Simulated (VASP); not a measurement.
Input of a VASP 6.6.1 run:

Contents of INCAR:

```
SYSTEM = CoO
ALGO     = Normal         ! electronic algorithm
EDIFF    = 1E-6           ! SCF threshold, eV
ENCUT    = 700            ! plane-wave cutoff, eV
GGA      = PE             ! functional
GGA_COMPAT= .False.      
ISIF     = 2              ! what is computed and relaxed
ISMEAR   = -5             ! smearing method
ISPIN    = 2              ! spin polarisation
LASPH    = .True.         ! aspherical terms in the spheres
LCHARG   = .True.         ! write CHGCAR
LDAU     = .True.         ! DFT+U
LDAUJ    = 0 0          
LDAUL    = -1 2           ! shell
LDAUPRINT= 1            
LDAUTYPE = 2            
LDAUU    = 0 3.32         ! U, eV
LELF     = .True.         ! ELF
LMAXMIX  = 4              ! l up to which the mixer works
LORBIT   = 11             ! projections on sites
LREAL    = .False.        ! projectors in reciprocal space
LVHAR    = .True.       
LWAVE    = .False.        ! write WAVECAR
MAGMOM   = 0 3            ! initial moments
NBANDS   = 22             ! bands
NELM     = 200            ! most SCF steps
PREC     = Accurate       ! precision mode
SIGMA    = 0.1            ! smearing width, eV
```

Contents of KPOINTS:

```
k-points
0
Gamma
  8 8 8
  0 0 0
```

POSCAR

```
CoO
1.0
    0.0000000000      2.1290000000      2.1290000000
    2.1290000000      0.0000000000      2.1290000000
    2.1290000000      2.1290000000      0.0000000000
O Co
1 1
Direct
    0.5000000000      0.5000000000      0.5000000000
    0.0000000000      0.0000000000      0.0000000000
```

Potentials or basis: VASP PAW PBE potentials, release 64 (O, Co_sv).

Run with:

```console
$ cat potpaw_PBE.64/O/POTCAR potpaw_PBE.64/Co_sv/POTCAR > POTCAR
$ mpirun -np 1 vasp_std > vasp.out
```

What does it give for the net moment?

3.00 μB per cell.

Estimate the site moments.

O +0.25; Co +2.69 μB.

What does it give for the band gap on the k mesh?

Zero (filled and empty bands overlap).

What does it give for the pressure?

-0.4 GPa.

Eigenvalues of the final occupation matrices:
```tsv
site	spin	trace	eigenvalues
site 2 d	1	4.68	0.92 0.92 0.92 0.96 0.96
site 2 d	2	2.02	0.10 0.10 0.61 0.61 0.61
```

Caveat: a cell with one magnetic atom can't hold antiferromagnetic order, which such compounds often take; tetrahedron occupations give inexact forces and stress in metals. The state reached can hang on the start; a lower one may exist.
